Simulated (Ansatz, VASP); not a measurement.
One calculation of Mn, two programs

```
Mn
1.0
     0.00000    1.75073    1.75073
     1.75073    0.00000    1.75073
     1.75073    1.75073    0.00000
Mn
1
Direct
  0.00000 0.00000 0.00000
```

Alike in both runs: task relaxation of cell and atoms; functional PBE; k mesh 20 × 20 × 20; occupations gaussian, width 0.1 eV; no spin polarisation.

```csv
,VASP,Ansatz
version,VASP 6.6.1,Ansatz 0.2.0
potentials or method,"VASP PAW PBE potentials, release 64 (Mn_pv), cutoff 600 eV","scalar-relativistic, plane waves, PAW"
valence electrons in the cell,13,15
```

Ansatz gave:

- gap on the k mesh at the Fermi level, each at its own relaxed structure (eV): none
- relaxed volume (Å³/atom): 10.74
- relaxed cell length with the largest relative difference (Å): 2.476

Question: Which values does VASP return?

Answer: gap on the k mesh at the Fermi level, each at its own relaxed structure (eV): none; relaxed volume (Å³/atom): 10.73; relaxed cell length with the largest relative difference (Å): 2.476.

A gap of «none» marks a metal or a gap that the smearing closes. VASP's potentials hold 13 valence electrons a cell and Ansatz's 15, so a difference there can come from the potentials and not from the codes.

Noted on VASP's run: the relaxation stopped at its first step, so nothing moved.
